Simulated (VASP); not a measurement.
# MoS2 (C2/m) in VASP: notebook, part 2 of 2

VASP 6.6.1. The steps go on from the part before.

### Step 3. Single point, PBE+D3(BJ) (mode 7 frozen in at -0.068 Å, normal strain along y +0.0000)

The input, INCAR:

```
PREC = Accurate
ENCUT = 520
EDIFF = 1E-6
ISMEAR = 0
SIGMA = 0.15
LREAL = F
LASPH = T
NELM = 60
ALGO = Normal
ISIF = 2
LWAVE = F
LCHARG = T
GGA = PE
IVDW = 12
LELF = T
LVHAR = T
NBANDS = 20
```

The input, KPOINTS:

```
Automatic mesh
0
Gamma
  15 15 15
```

The input, POSCAR:

```
MoS2
1.0
    1.5671157387      0.9047746936      5.9549887142
   -1.5671157387      0.9047746936      5.9549887142
    0.0000000000     -1.8095493872      5.9549887142
Mo S
1 2
Direct
    0.0000000000      0.0000000000      0.0000000000
    0.7439364130      0.7439364130      0.7812385173
    0.2560635870      0.2560635870      0.2187614827
```

Potentials or basis: VASP PAW PBE potentials, release 64 (Mo_sv, S).

Started as:

```
$ cat potpaw_PBE.64/Mo_sv/POTCAR potpaw_PBE.64/S/POTCAR > POTCAR
$ mpirun -np 1 vasp_std > vasp.out
```

OUTCAR:

```text
PREC = Accurate
   ENCUT = 520
   EDIFF = 1E-6
   ISMEAR = 0
   LREAL = F
   LASPH = T
   NELM = 60
   ISIF = 2
   GGA = PE
   IVDW = 12
 IVDW          = 12

 ion  position               nearest neighbor table
   1  0.000  0.000  0.000-   2 2.39   2 2.39   3 2.39   3 2.39   2 2.47   3 2.47
   2  0.744  0.744  0.781-   1 2.39   1 2.39   1 2.47
   3  0.256  0.256  0.219-   1 2.39   1 2.39   1 2.47

  LATTYP: Found a trigonal (rhomboedric) cell.
 ALAT       =     6.2238540769
 COS(alpha) =     0.8732017275

  Lattice vectors:

 A1 = (   1.5671157387,   0.9047746936,   5.9549887142)
 A2 = (  -1.5671157387,   0.9047746936,   5.9549887142)
 A3 = (   0.0000000000,  -1.8095493872,   5.9549887142)

Analysis of symmetry for initial positions (statically):
=====================================================================
 Subroutine PRICEL returns:
 Original cell was already a primitive cell.

 Routine SETGRP: Setting up the symmetry group for a
 trigonal (rhombohedral) supercell.

 Subroutine GETGRP returns: Found  4 space group operations
 (whereof  4 operations were pure point group operations)
 out of a pool of 12 trial point group operations.

The static configuration has the point symmetry C_2h.

Analysis of symmetry for dynamics (positions and initial velocities):
=====================================================================
 Subroutine PRICEL returns:
 Original cell was already a primitive cell.

 Routine SETGRP: Setting up the symmetry group for a
 trigonal (rhombohedral) supercell.

 Subroutine GETGRP returns: Found  4 space group operations
 (whereof  4 operations were pure point group operations)
 out of a pool of 12 trial point group operations.

The dynamic configuration has the point symmetry C_2h.

 Subroutine INISYM returns: Found  4 space group operations
 (whereof  4 operations are pure point group operations),
[... 114 lines left out ...]
   EFERMI_NEDOS =   21; number of points for ismear=-14 and -15
   IALGO  =     38    algorithm
   IMIX   =      4    mixing-type and parameters
     AMIX     =   0.40;   BMIX     =  1.00
     AMIX_MAG =   1.60;   BMIX_MAG =  1.00
  volume/ion in A,a.u.               =      16.89       113.96
  Fermi-wavevector in a.u.,A,eV,Ry     =   1.310714  2.476891 23.374428  1.717972
  Thomas-Fermi vector in A             =   2.441226
   LORBIT       =      0    0 simple, 1 ext, 2 COOP (PROOUT), +10 PAW based schemes
   GGA     = PE    functional components
   LHFCALC =     F    Hartree Fock is set to
   AEXX    =    0.0000 exact exchange contribution
   IVDW    =    12    specifies the selected vdW correction
   LEPSILON=     F    determine dielectric tensor
   LRPA    =     F    only Hartree local field effects (RPA)
 non-spin polarized calculation
 Gauss-broadening in eV      SIGMA  =   0.15
  energy-cutoff  :      520.00
  volume of cell :       50.66
 maximum number of plane-waves:      1385
   NGX = 23   NGY = 23   NGZ = 23

 number of electron      26.0000001 magnetization

 Free energy of the ion-electron system (eV)
  ---------------------------------------------------
  ext. energy  EPLUGINS =         0.00000000
  ---------------------------------------------------
  free energy    TOTEN  =       -20.91605428 eV

  energy without entropy =      -20.90521815  energy(sigma->0) =      -20.91063622

 E-fermi :   8.3984     XC(G=0): -11.2193

 val. band max:        8.3953388323   @ k =   0.4667   0.2667   0.0000
 cond. band min:       8.4079221867   @ k =  -0.2667   0.2667   0.0000
 fundamental gap:      0.0125833544
 Fermi energy:         8.3984310084

 k-point     1 :       0.0000    0.0000    0.0000
  band No.  band energies     occupation
      1     -53.2966      2.00000
      2     -27.3960      2.00000
      3     -27.2607      2.00000
      4     -27.2135      2.00000
      5      -6.8437      2.00000
      6      -5.1043      2.00000
[... 541 lines left out ...]
     19      16.6530      0.00000
     20      18.1086      0.00000

 [... further k-points ...]

------------------------ aborting loop because EDIFF is reached ----------------------------------------

 Edisp (eV)   -1.34935

 E8    (eV) :    -0.5446

  FORCE on cell =-STRESS in cart. coord.  units (eV):
  Direction    XX          YY          ZZ          XY          YZ          ZX
  --------------------------------------------------------------------------------------
  -------------------------------------------------------------------------------------
  Total       0.69878    -0.61630     0.10368     0.00000     1.58017     0.00000
  in kB      22.09940   -19.49089     3.27891     0.00000    49.97365     0.00000
  external pressure =        1.96 kB  Pullay stress =        0.00 kB

 VOLUME and BASIS-vectors are now :
 -----------------------------------------------------------------------------
  energy-cutoff  :      520.00
  volume of cell :       50.66
      direct lattice vectors                 reciprocal lattice vectors
     1.567115739  0.904774694  5.954988714     0.319057481  0.184207923  0.055975477
    -1.567115739  0.904774694  5.954988714    -0.319057481  0.184207923  0.055975477
     0.000000000 -1.809549387  5.954988714     0.000000000 -0.368415845  0.055975477

 POSITION                                       TOTAL-FORCE (eV/Angst)
 -----------------------------------------------------------------------------------
      0.00000      0.00000      0.00000         0.000000      0.000000      0.000000
      0.00000     -0.06750     13.51253         0.000000      0.527232      0.028427
      0.00000      0.06750      4.35243         0.000000     -0.527232     -0.028427
 -----------------------------------------------------------------------------------
    total drift:                               -0.000000      0.000000      0.000000

  FREE ENERGIE OF THE ION-ELECTRON SYSTEM (eV)
  ---------------------------------------------------
  free  energy   TOTEN  =       -22.2654002180 eV

  energy  without entropy=      -22.2545640896  energy(sigma->0) =      -22.25998215
```

OSZICAR:

```text
N       E                     dE             d eps       ncg     rms          rms(c)
DAV:   1     0.180828658075E+03    0.18083E+03   -0.13543E+04 36216   0.124E+03
DAV:   2    -0.151303630255E+02   -0.19596E+03   -0.19078E+03 43556   0.317E+02
DAV:   3    -0.223405405549E+02   -0.72102E+01   -0.71218E+01 45100   0.565E+01
DAV:   4    -0.224220540479E+02   -0.81513E-01   -0.81426E-01 43592   0.629E+00
DAV:   5    -0.224232405544E+02   -0.11865E-02   -0.11864E-02 45596   0.742E-01    0.238E+01
DAV:   6    -0.215364730222E+02    0.88677E+00   -0.15683E+01 38492   0.209E+01    0.981E+00
DAV:   7    -0.210787037146E+02    0.45777E+00   -0.72697E+00 37380   0.135E+01    0.634E+00
DAV:   8    -0.209157776700E+02    0.16293E+00   -0.94339E-01 39568   0.517E+00    0.197E+00
DAV:   9    -0.209174742951E+02   -0.16966E-02   -0.27753E-02 42556   0.107E+00    0.635E-01
DAV:  10    -0.209161401447E+02    0.13342E-02   -0.12607E-02 40324   0.690E-01    0.165E-01
DAV:  11    -0.209160842083E+02    0.55936E-04   -0.60687E-04 41712   0.160E-01    0.515E-02
DAV:  12    -0.209160437981E+02    0.40410E-04   -0.15836E-04 40928   0.774E-02    0.443E-02
DAV:  13    -0.209160543440E+02   -0.10546E-04   -0.19811E-05 40056   0.270E-02    0.117E-02
DAV:  14    -0.209160542819E+02    0.62164E-07   -0.14906E-06 29276   0.717E-03
   1 F= -.22265400E+02 E0= -.22259982E+02  d E =-.108361E-01
```

stdout:

```text
POSCAR found type information on POSCAR MoS
 POSCAR found :  2 types and       3 ions
 scaLAPACK will be used
 LDA part: xc-table for (Slater+PW92), standard interpolation
 POSCAR, INCAR and KPOINTS ok, starting setup
 FFT: planning ... GRIDC
 FFT: planning ... GRID_SOFT
 FFT: planning ... GRID
 WAVECAR not read
 entering main loop
```

It took 56 min on 1 thread of Intel Xeon Platinum 8488C (Sapphire Rapids), shared host; peak memory 0.97 GiB.

What came out:

- Free energy: -22.2654 eV
- Pressure: 0.2 GPa
- Largest force: 0.528 eV/Å
- Band gap on the k mesh: zero (band 13 reaches 8.66 eV, above the bottom of band 14 at 8.13 eV)
- Dispersion energy per atom: -0.450 eV

Forces in eV/Å, atoms in the order of the input:
```
Mo   0.000  0.000  0.000
S    0.000  0.527  0.028
S    0.000 -0.527 -0.028
```

Levels at points of the mesh, in eV from the Fermi level:
| k point | band 9 | band 10 | band 11 | band 12 | band 13 | band 14 | band 15 | band 16 | band 17 | band 18 |
| --- | --- | --- | --- | --- | --- | --- | --- | --- | --- | --- |
| (0.00, 0.00, 0.00) | -3.65 | -1.58 | -1.42 | -0.92 | -0.68 | 0.04 | 0.06 | 3.00 | 3.30 | 6.35 |

Caveat: the cell differs from its parent crystal (mode 7 frozen in at -0.068 Å, normal strain along y +0.0000); pairwise dispersion overbinds metals, which lowers pressure and volume.
